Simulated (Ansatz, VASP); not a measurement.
One calculation of SnSe2, two programs

```
CELL_PARAMETERS angstrom
-2.05311 3.54937 0.00853
-0.02483 0.00020 5.84021
6.07702 3.50216 -0.02789
ATOMIC_POSITIONS crystal
Sn 0.99955 0.50237 0.00085
Sn 0.50044 0.49787 0.50076
Se 0.50068 0.21364 0.16440
Se 0.00161 0.21222 0.66533
Se 0.49851 0.78767 0.16799
Se 0.99920 0.78624 0.66733
```

Change from the starting cell: cell x2, atoms moved at random (sigma 0.15 Å) and cell strained at random (1.5 %), then relaxed without symmetry.

Alike in both runs: functional PBE; dispersion D3(BJ); k mesh 4 × 2 × 2; occupations gaussian, width 0.1 eV; no spin polarisation.

Ansatz relaxed the structure, and its values are those at the end. VASP's run is a single point on that final structure, the one shown.

|  | VASP | Ansatz |
| --- | --- | --- |
| version | VASP 6.6.1 | Ansatz 0.2.0 |
| potentials or method | VASP PAW PBE potentials, release 64 (Sn_d, Se), cutoff 520 eV | scalar-relativistic, plane waves, PAW |
| valence electrons in the cell | 52 | 92 |

```csv
,VASP,Ansatz,Ansatz less VASP
gap on the k mesh at the Fermi level (eV),0.79,0.79,0.000
least direct gap on the mesh (eV),1.63,1.63,+0.001
pressure (GPa),0.1,0.1,-0.02
rms of the force components (eV/Å),0.010,0.011,+0.0007
```

VASP's potentials hold 52 valence electrons a cell and Ansatz's 92, so a difference there can come from the potentials and not from the codes.

The k mesh is coarse, so the values compare programs but aren't converged.
